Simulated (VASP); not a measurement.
A run of VASP 6.6.1 is set up as follows.

The input INCAR:

```
PREC = Accurate
ENCUT = 520
EDIFF = 1E-6
ISMEAR = 0
SIGMA = 0.15
LREAL = False
LASPH = True
NELM = 100
ALGO = Normal
ISIF = 2
LWAVE = False
LCHARG = True
GGA = CA
LELF = True
LVHAR = True
NBANDS = 16
```

The input KPOINTS:

```
regular mesh
0
Gamma
  15 15 12
```

The input POSCAR:

```
ZrB2
1.0
    3.2265000000      0.0000000000      0.0000000000
   -1.6132500000      2.7942309653      0.0000000000
    0.0000000000      0.0000000000      3.3726000000
Zr B
1 2
Direct
    0.0000000000      0.0000000000      0.0000000000
    0.3333333333      0.6666666667      0.5000000000
    0.6666666667      0.3333333333      0.5000000000
```

Potentials or basis: VASP PAW LDA potentials, release 64 (Zr_sv, B).

Command:

```sh
$ cat potpaw_LDA.64/Zr_sv/POTCAR potpaw_LDA.64/B/POTCAR > POTCAR
$ mpirun -np 1 vasp_std > vasp.out
```

(1) Estimate the band gap on the k mesh.

(2) Predict the pressure.

Answers

(1) zero (bands 9 and 10 overlap by 0.90 eV).

(2) -6.2 GPa.

Caveat: the cell stands under tension.
